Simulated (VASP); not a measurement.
# CaB15N16 (a cell with a defect): single point with PBE

CaB15N16 (a cell with a defect):

```
CELL_PARAMETERS angstrom
-3.62411 3.62411 -3.62411
3.62411 3.62411 3.62411
3.62411 -3.62411 -3.62411
ATOMIC_POSITIONS crystal
B 0.98970 0.99254 0.98886
B 0.00082 0.25450 0.76360
B 0.00748 0.51096 0.50162
B 0.98915 0.73665 0.23909
B 0.25167 0.99918 0.76415
B 0.25168 0.51096 0.25744
B 0.25162 0.75224 0.00394
B 0.51414 0.99929 0.50161
B 0.51360 0.25452 0.25091
B 0.50247 0.50531 0.01440
B 0.49585 0.75512 0.74579
B 0.73885 0.99253 0.23963
B 0.74927 0.24992 0.99927
B 0.76430 0.50522 0.75230
B 0.75401 0.75232 0.50162
Ca 0.25129 0.21875 0.50169
N 0.92801 0.93173 0.17795
N 0.99672 0.25153 0.00870
N 0.01358 0.50642 0.75651
N 0.99947 0.75771 0.50163
N 0.25164 0.99869 0.01063
N 0.25166 0.25539 0.82536
N 0.25168 0.54247 0.50162
N 0.25163 0.75769 0.24938
N 0.50384 0.00990 0.75384
N 0.57492 0.25541 0.50160
N 0.50658 0.50648 0.26359
N 0.48966 0.74446 0.99455
N 0.76064 0.99876 0.50162
N 0.75869 0.25153 0.24673
N 0.74263 0.48970 0.99260
N 0.74461 0.74451 0.73966
```

```json
{
 "Program": "VASP 6.6.1",
 "Task": "single point",
 "Functional": "PBE",
 "Potentials or basis": "VASP PAW PBE potentials, release 64 (B, Ca_sv, N)",
 "Cutoff": "520 eV",
 "k mesh": "1 × 1 × 1, shifted",
 "Occupations": "gaussian, width 0.01 eV",
 "Spin": "collinear spin",
 "Fixed moment": "2 μB"
}
```

- Largest force: 0.104 eV/Å
- Net moment: 2.00 μB per cell
- Site moments: B -0.01, -0.00, +0.02 (each value once); Ca +0.19; N +0.31, +0.06, +0.01, +0.05 (each value once) μB
- Valence electrons inside the program's atomic spheres: B 2.07, 2.04, 2.05, 2.14, 2.08 (each value once); Ca 8.83; N 4.02, 3.96, 4.09 (each value once)

Forces on the atoms (eV/Å):
```
B   -0.008  0.020  0.001
B    0.002 -0.007  0.021
B    0.010 -0.029  0.010
B   -0.006 -0.008 -0.013
B   -0.013 -0.011 -0.010
B   -0.025  0.007  0.009
B    0.003 -0.001 -0.001
B   -0.009 -0.022 -0.010
B   -0.010  0.001  0.030
B    0.001  0.019 -0.008
B    0.010  0.009 -0.026
B    0.022 -0.009  0.001
B   -0.001 -0.002 -0.003
B    0.031  0.002 -0.011
B   -0.001 -0.001 -0.002
Ca   0.003  0.018  0.007
N   -0.051 -0.053  0.054
N    0.001  0.008 -0.009
N   -0.010 -0.001  0.009
N   -0.005  0.012 -0.002
N    0.012  0.003  0.001
N    0.053 -0.050 -0.048
N    0.040  0.046  0.044
N    0.014 -0.007 -0.009
N   -0.008 -0.003  0.014
N   -0.059  0.060 -0.061
N    0.002 -0.010  0.005
N   -0.011  0.007  0.001
N    0.001  0.011  0.001
N    0.008  0.000 -0.007
N    0.000  0.001  0.012
N    0.004 -0.009  0.002
```

It took 98 s on 1 thread of Intel(R) Xeon(R) 6975P-C (Granite Rapids) (shared host), peak memory 0.4 GiB.

Caveat: the cell carries a net charge on a neutralising background, which shifts energy and pressure; the total moment is fixed, so each spin has its own Fermi level and the state may be an excited one.
